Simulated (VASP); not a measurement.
# AlOs (Pm-3m) in VASP: elastic constants with LDA

Aim: the elastic constants of AlOs with LDA.

Program: VASP 6.6.1. These are calculated values, not measurements. Logs are shortened: lines on timing, memory, paths and dates and some standing lists are left out, and cuts for length are marked.

## 1. The cell of the first run

The structure is cubic, space group Pm-3m (No. 221). Conventional cell: a = 2.973 Å, b = 2.973 Å, c = 2.973 Å, α = 90.00°, β = 90.00°, γ = 90.00°. Within 3.4 Å of Al (site symmetry m-3m) lie 8 Os at 2.57 Å and 6 Al at 2.97 Å. Os (site symmetry m-3m) has 8 Al at 2.57 Å and 6 Os at 2.97 Å within 3.4 Å.

## 2. Elastic constants, LDA

File INCAR:

```
SYSTEM = AlOs
PREC = Accurate ; ENCUT = 600
EDIFF = 1E-8 ; ISMEAR = -1
SIGMA = 0.05 ; LREAL = .False.
LASPH = .True. ; NELM = 100
ALGO = Normal ; ISIF = 3
LWAVE = .False. ; LCHARG = .True.
GGA = CA ; NBANDS = 12
IBRION = 6 ; NFREE = 2
POTIM = 0.015 ; NSW = 1
```

File KPOINTS:

```
regular mesh
0
Gamma
  16 16 16
  0 0 0
```

File POSCAR:

```
AlOs
1.0
    2.9729989169      0.0000000000      0.0000000000
    0.0000000000      2.9729989169      0.0000000000
    0.0000000000      0.0000000000      2.9729989169
Al Os
1 1
Direct
    0.0000000000      0.0000000000      0.0000000000
    0.5000000000      0.5000000000      0.5000000000
```

Potentials or basis: VASP PAW LDA potentials, release 64 (Al, Os).

Run with:

```bash
cat potpaw_LDA.64/Al/POTCAR potpaw_LDA.64/Os/POTCAR > POTCAR
mpirun -np 1 vasp_std > vasp.out
```

OUTCAR:

```text
SYSTEM = AlOs
   PREC = Accurate
   ENCUT = 600
   EDIFF = 1E-8
   ISMEAR = -1
   LREAL = .False.
   LASPH = .True.
   NELM = 100
   ISIF = 3
   GGA = CA
   IBRION = 6
   NFREE = 2
   POTIM = 0.015
   NSW = 1

 ion  position               nearest neighbor table
   1  0.000  0.000  0.000-   2 2.57   2 2.57   2 2.57   2 2.57   2 2.57   2 2.57   2 2.57   2 2.57

   2  0.500  0.500  0.500-   1 2.57   1 2.57   1 2.57   1 2.57   1 2.57   1 2.57   1 2.57   1 2.57

  LATTYP: Found a simple cubic cell.
 ALAT       =     2.9729989169

  Lattice vectors:

 A1 = (   2.9729989169,   0.0000000000,   0.0000000000)
 A2 = (   0.0000000000,   2.9729989169,   0.0000000000)
 A3 = (   0.0000000000,   0.0000000000,   2.9729989169)

Analysis of symmetry for initial positions (statically):
=====================================================================
 Subroutine PRICEL returns:
 Original cell was already a primitive cell.

 Routine SETGRP: Setting up the symmetry group for a
 simple cubic supercell.

 Subroutine GETGRP returns: Found 48 space group operations
 (whereof 48 operations were pure point group operations)
 out of a pool of 48 trial point group operations.

The static configuration has the point symmetry O_h .

Analysis of symmetry for dynamics (positions and initial velocities):
=====================================================================
 Subroutine PRICEL returns:
 Original cell was already a primitive cell.

 Routine SETGRP: Setting up the symmetry group for a
 simple cubic supercell.

 Subroutine GETGRP returns: Found 48 space group operations
 (whereof 48 operations were pure point group operations)
 out of a pool of 48 trial point group operations.

The dynamic configuration has the point symmetry O_h .

 Subroutine INISYM returns: Found 48 space group operations
 (whereof 48 operations are pure point group operations),
 and found     1 'primitive' translations

----------------------------------------------------------------------------------------

                                     Primitive cell

  volume of cell :      26.2775

  direct lattice vectors                    reciprocal lattice vectors
     2.972998917  0.000000000  0.000000000     0.336360701  0.000000000  0.000000000
     0.000000000  2.972998917  0.000000000     0.000000000  0.336360701  0.000000000
     0.000000000  0.000000000  2.972998917     0.000000000  0.000000000  0.336360701

  length of vectors
     2.972998917  2.972998917  2.972998917     0.336360701  0.336360701  0.336360701

  position of ions in fractional coordinates (direct lattice)
     0.000000000  0.000000000  0.000000000
     0.500000000  0.500000000  0.500000000

  ion indices of the primitive-cell ions
   primitive index   ion index
                 1           1
                 2           2

----------------------------------------------------------------------------------------

 KPOINTS: regular mesh

Automatic generation of k-mesh.
 Grid dimensions read from file:
 generate k-points for:   16   16   16

 Generating k-lattice:

  Cartesian coordinates                     Fractional coordinates (reciprocal lattice)
     0.021022544  0.000000000  0.000000000     0.062500000  0.000000000  0.000000000
     0.000000000  0.021022544  0.000000000     0.000000000  0.062500000  0.000000000
     0.000000000  0.000000000  0.021022544     0.000000000  0.000000000  0.062500000

  Length of vectors
[... 111 lines left out ...]
  -------------------------------------------------------------------------------------
  Total        0.1584469      0.1584469      0.1584469      0.0000000      0.0000000     -0.0000000
  in kB        9.6607317      9.6607317      9.6607317      0.0000000      0.0000000     -0.0000000
  external PRESSURE =       9.6607317 kB  Pullay stress =       0.0000000 kB
[... 89 lines left out ...]
  FREE ENERGIE OF THE ION-ELECTRON SYSTEM (eV)
  ---------------------------------------------------
  free  energy   TOTEN  =       -17.6541101294 eV

  energy  without entropy=      -17.6438518398  energy(sigma->0) =      -17.64898098

[... ionic steps 4 to 14 ...]

--------------------------------------- Ionic step       15  -------------------------------------------

 number of electron      11.0000002 magnetization

------------------------ aborting loop because EDIFF is reached ----------------------------------------
[... 67 lines left out ...]
--------------------------------------- Ionic step       17  -------------------------------------------

 number of electron      11.0000001 magnetization

 Free energy of the ion-electron system (eV)
  ---------------------------------------------------
  ext. energy  EPLUGINS =         0.00000000
  ---------------------------------------------------
  free energy    TOTEN  =       -17.66310197 eV

  energy without entropy =      -17.65272471  energy(sigma->0) =      -17.65791334

 E-fermi :   9.1912     XC(G=0): -12.9044

 val. band max:        9.1895603046   @ k =   0.3750   0.3750   0.3125
 cond. band min:       9.2174545247   @ k =   0.2500   0.1250   0.0625
 fundamental gap:      0.0278942201
 Fermi energy:         9.1912121456

 k-point     1 :       0.0000    0.0000    0.0000
  band No.  band energies     occupation
      1      -1.8734      2.00000
      2       4.8487      2.00000
      3       4.8489      2.00000
      4       9.6041      0.00052
      5       9.6044      0.00051
      6       9.6045      0.00051
      7      14.8959      0.00000
      8      14.8959      0.00000
      9      14.8961      0.00000
     10      20.9107      0.00000
     11      20.9112      0.00000
     12      22.7367      0.00000
[... 331 lines left out ...]
 k-point    24 :       0.5000    0.1250    0.0000
  band No.  band energies     occupation
      1       2.2276      2.00000
      2       3.1219      2.00000
      3       5.9698      2.00000
      4       7.2144      2.00000
      5       7.3550      2.00000
      6       9.5536      0.00142
      7      11.8544      0.00000
      8      16.7553      0.00000
      9      18.2215      0.00000
     10      20.7806      0.00000
     11      20.9709      0.00000
     12      22.1568      0.00000

 [... further k-points ...]

------------------------ aborting loop because EDIFF is reached ----------------------------------------

  FORCE on cell =-STRESS in cart. coord.  units (eV):
  Direction    XX          YY          ZZ          XY          YZ          ZX
  --------------------------------------------------------------------------------------
  -------------------------------------------------------------------------------------
  Total        0.1597022      0.1636594      0.1636594     -0.0000000     -0.0000000      0.0000000
  in kB        9.7372684      9.9785458      9.9785458     -0.0000000     -0.0000000      0.0000000
  external PRESSURE =       9.8981200 kB  Pullay stress =       0.0000000 kB
[... 17 lines left out ...]
  FREE ENERGIE OF THE ION-ELECTRON SYSTEM (eV)
  ---------------------------------------------------
  free  energy   TOTEN  =       -17.6631019663 eV

  energy  without entropy=      -17.6527247115  energy(sigma->0) =      -17.65791334

 INTERNAL STRAIN TENSORS FROM STRAINED CELLS
 ============================================

 INTERNAL STRAIN TENSOR FOR ION    1 for displacements in x,y,z  (eV/Angst):
          X           Y           Z          XY          YZ          ZX
  --------------------------------------------------------------------------------
  x     0.00000     0.00000     0.00000     0.00000     0.00000    -0.00000
  y     0.00000     0.00000     0.00000     0.00000     0.00000     0.00000
  z     0.00000     0.00000     0.00000     0.00000     0.00000     0.00000

 INTERNAL STRAIN TENSORS FROM DISPLACED ATOMS
 ============================================

 INTERNAL STRAIN TENSOR FOR ION    1 for displacements in x,y,z  (eV/Angst):
          X           Y           Z          XY          YZ          ZX
  --------------------------------------------------------------------------------
  x     0.00000     0.00000     0.00000     0.00000     0.00000     0.00000
  y     0.00000     0.00000     0.00000     0.00000     0.00000     0.00000
  z     0.00000     0.00000     0.00000     0.00000     0.00000     0.00000

 INTERNAL STRAIN TENSOR FOR ION    2 for displacements in x,y,z  (eV/Angst):
          X           Y           Z          XY          YZ          ZX
  --------------------------------------------------------------------------------
  x     0.00000     0.00000     0.00000     0.00000     0.00000     0.00000
  y     0.00000     0.00000     0.00000     0.00000     0.00000     0.00000
  z     0.00000     0.00000     0.00000     0.00000     0.00000     0.00000

 Eigenvectors and eigenvalues of the dynamical matrix
 ----------------------------------------------------

   1 f  =    9.945255 THz    62.487881 2PiTHz  331.738003 cm-1    41.130252 meV
             X         Y         Z           dx          dy          dz
      0.000000  0.000000  0.000000     0.000000   -0.000000    0.935822
      1.486499  1.486499  1.486499     0.000000   -0.000000   -0.352473
[... 21 lines left out ...]
   6 f/i=    0.000066 THz     0.000413 2PiTHz    0.002194 cm-1     0.000272 meV
             X         Y         Z           dx          dy          dz
      0.000000  0.000000  0.000000     0.346878    0.062091    0.007566
      1.486499  1.486499  1.486499     0.920968    0.164853    0.020089

--------------------------------------------------------------------------------------------------------

 ELASTIC MODULI CONTR FROM IONIC RELAXATION (kBar)
 Direction    XX          YY          ZZ          XY          YZ          ZX
 --------------------------------------------------------------------------------
 XX           0.0000      0.0000      0.0000      0.0000      0.0000      0.0000
 YY           0.0000      0.0000      0.0000      0.0000      0.0000      0.0000
 ZZ           0.0000      0.0000      0.0000      0.0000      0.0000      0.0000
 XY           0.0000      0.0000      0.0000      0.0000      0.0000      0.0000
 YZ           0.0000      0.0000      0.0000      0.0000      0.0000      0.0000
 ZX           0.0000      0.0000      0.0000      0.0000      0.0000      0.0000
 --------------------------------------------------------------------------------

 TOTAL ELASTIC MODULI (kBar)
 Direction    XX          YY          ZZ          XY          YZ          ZX
 --------------------------------------------------------------------------------
 XX        4002.1595   2044.3546   2044.3546      0.0000      0.0000     -0.0000
 YY        2044.3546   4002.1595   2044.3546      0.0000      0.0000      0.0000
 ZZ        2044.3546   2044.3546   4002.1595      0.0000      0.0000      0.0000
 XY           0.0000      0.0000      0.0000   1695.1394      0.0000      0.0000
 YZ           0.0000      0.0000      0.0000      0.0000   1695.1394      0.0000
 ZX          -0.0000      0.0000      0.0000      0.0000      0.0000   1695.1394
 --------------------------------------------------------------------------------
```

Run time: 30 min. Hardware: 1 thread of Intel Xeon Platinum 8259CL at 2.50GHz (Skylake/Cascade Lake), shared host; peak memory 0.84 GiB.

What came out:

```
Elastic constants C11, C12, C44 : 400, 204, 170 GPa
Voigt bulk modulus              : 270 GPa
Highest phonon frequency at Γ   : 332 cm⁻¹
```

Phonon frequencies in cm⁻¹ (negative: imaginary):
```
              q point        frequencies
(0.000, 0.000, 0.000)  0 0 0 332 332 332
```

Elastic tensor in Voigt notation (GPa, in the Cartesian axes of the cell as first typed):
```
400 204 204   0   0   0
204 400 204   0   0   0
204 204 400   0   0   0
  0   0   0 170   0   0
  0   0   0   0 170   0
  0   0   0   0   0 170
```

Clamped-ion elastic tensor (GPa):
```
400 204 204   0   0   0
204 400 204   0   0   0
204 204 400   0   0   0
  0   0   0 170   0   0
  0   0   0   0 170   0
  0   0   0   0   0 170
```

Caveat: spin-orbit coupling is left out, which moves the levels of the heavy elements.
